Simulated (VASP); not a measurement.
A run of VASP 6.6.1 is set up as follows.

INCAR

```
SYSTEM = FeGe2
  PREC = Accurate
  ENCUT = 520
  EDIFF = 1E-6
  ISMEAR = -1
  SIGMA = 0.05
  LREAL = .FALSE.
  LASPH = .TRUE.
  NELM = 150
  ALGO = Normal
  ISIF = 2
  LWAVE = .FALSE.
  LCHARG = .FALSE.
  ISPIN = 2
  MAGMOM = 0 0 0 0 3 3
  LORBIT = 11
  LMAXMIX = 4
  GGA = PS
  NBANDS = 49
```

Contents of KPOINTS:

```
regular mesh
0
G
  7 7 7
  0 0 0
```

Contents of POSCAR:

```
FeGe2
1.0
   -2.8991404977      2.8991404977      2.4013603355
    2.8991404977     -2.8991404977      2.4013603355
    2.8991404977      2.8991404977     -2.4013603355
Ge Fe
4 2
Direct
    0.8451073900      0.3451073900      0.1902147800
    0.6548926100      0.8451073900      0.5000000000
    0.3451073900      0.1548926100      0.5000000000
    0.1548926100      0.6548926100      0.8097852200
    0.2500000000      0.2500000000      0.0000000000
    0.7500000000      0.7500000000      0.0000000000
```

Potentials or basis: VASP PAW PBE potentials, release 64 (Ge_d, Fe).

Run with:

```console
$ cat potpaw_PBE.64/Ge_d/POTCAR potpaw_PBE.64/Fe/POTCAR > POTCAR
$ mpirun -np 1 vasp_std > vasp.out
```

(1) Predict the largest force.

(2) Estimate the net moment.

(3) Predict the pressure.

Answers

(1) 0.165 eV/Å.

(2) 2.13 μB per cell.

(3) 3.2 GPa.

Caveat: the cell stands under pressure; the PAW data sets were made with another functional, which shifts forces and pressure a little.
